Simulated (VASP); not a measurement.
Set up this calculation in VASP 6.6.1, as the native input.

| Quantity | Value |
| --- | --- |
| Task | single point |
| Functional | PBEsol |
| Potentials or basis | VASP PAW PBE potentials, release 64 (Pt, S) |
| Cutoff | 520 eV |
| k mesh | 2 × 2 × 2 |
| Occupations | gaussian, width 0.01 eV |
| Spin | no spin polarisation |
| Dipole correction | no |
| Further INCAR settings | ALGO = Normal; EDIFF = 1e-06; NBANDS = 18 |

The structure of PtS2 lies in POSCAR:

```
PtS2
1.0
    3.5526240934      0.0000000000      0.0000000000
   -1.7763120467      3.0766627150      0.0000000000
    0.0000000000      0.0000000000      5.1228306371
Pt S
1 2
Direct
    0.0000000000      0.0000000000      0.0000000000
    0.3333333333      0.6666666667      0.2392542165
    0.6666666667      0.3333333333      0.7607457835
```

The input as run:

INCAR

```
  ALGO = Normal
  EDIFF = 1E-6
  ENCUT = 520
  GGA = PS
  ISIF = 2
  ISMEAR = 0
  LASPH = True
  LCHARG = False
  LREAL = False
  LWAVE = False
  NBANDS = 18
  NELM = 80
  PREC = Accurate
  SIGMA = 0.01
```

KPOINTS

```
k-points
0
Gamma
  2 2 2
```

Potentials or basis: VASP PAW PBE potentials, release 64 (Pt, S).

The run is started by

```console
$ cat potpaw_PBE.64/Pt/POTCAR potpaw_PBE.64/S/POTCAR > POTCAR
$ mpirun -np 1 vasp_std > vasp.out
```

Results of the run:

```yaml
Pressure: -5.1 GPa
Largest_force: 1.775 eV/Å
Band_gap_on_the_k_mesh: 1.46 eV (least direct gap 2.05 eV)
```

Caveat: the k points lie up to 1.02 Å⁻¹ apart, too coarse for converged energies, forces and pressures; the PAW data sets were made with another functional, which shifts forces and pressure a little; spin-orbit coupling is left out, which moves the levels of the heavy elements.

Wall time 15 s on 1 thread of Intel Xeon 8259CL, on a shared host, peak memory 0.17 GiB.
